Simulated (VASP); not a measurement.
Set up this calculation in VASP 6.6.1, as the native input.

| Item | Value |
| --- | --- |
| Task | single point |
| Functional | LDA |
| Potentials or basis | VASP PAW LDA potentials, release 64 (As) |
| Cutoff | 520 eV |
| k mesh | 9 × 9 × 1 |
| Occupations | gaussian, width 0.02 eV |
| Spin | no spin polarisation |
| Dipole correction | yes |
| Further INCAR settings | ALGO = Normal; EDIFF = 1e-06; NBANDS = 12 |

The structure of As lies in POSCAR:

```
As
1.0
    3.4070000000      0.0000000000      0.0000000000
   -1.7035000000      2.9505485507      0.0000000000
    0.0000000000      0.0000000000     28.0000000000
As
2
Direct
    0.3333333333      0.6666666667      0.5000000000
    0.6666666667      0.3333333333      0.5000000000
```

The input as run:

INCAR

```
SYSTEM = As
  PREC = Accurate
  ENCUT = 520
  EDIFF = 1E-6
  ISMEAR = 0
  SIGMA = 0.02
  LREAL = .False.
  LASPH = .True.
  NELM = 60
  ALGO = Normal
  ISIF = 2
  LWAVE = .False.
  LCHARG = .False.
  LDIPOL = .True.
  IDIPOL = 3
  DIPOL = 0.5 0.5 0.500
  NBANDS = 12
```

KPOINTS

```
regular mesh
0
Gamma
  9 9 1
  0 0 0
```

Potentials or basis: VASP PAW LDA potentials, release 64 (As).

The run is started by

```bash
$ cat potpaw_LDA.64/As/POTCAR > POTCAR
$ mpirun -np 1 vasp_std > vasp.out
```

Results of the run:

- Band gap on the k mesh: zero (bands 5 and 6 overlap by 2.14 eV)

Run time: 72 s on 1 thread of Intel(R) Xeon(R) 6975P-C (Granite Rapids) (shared host), peak memory 0.3 GiB.
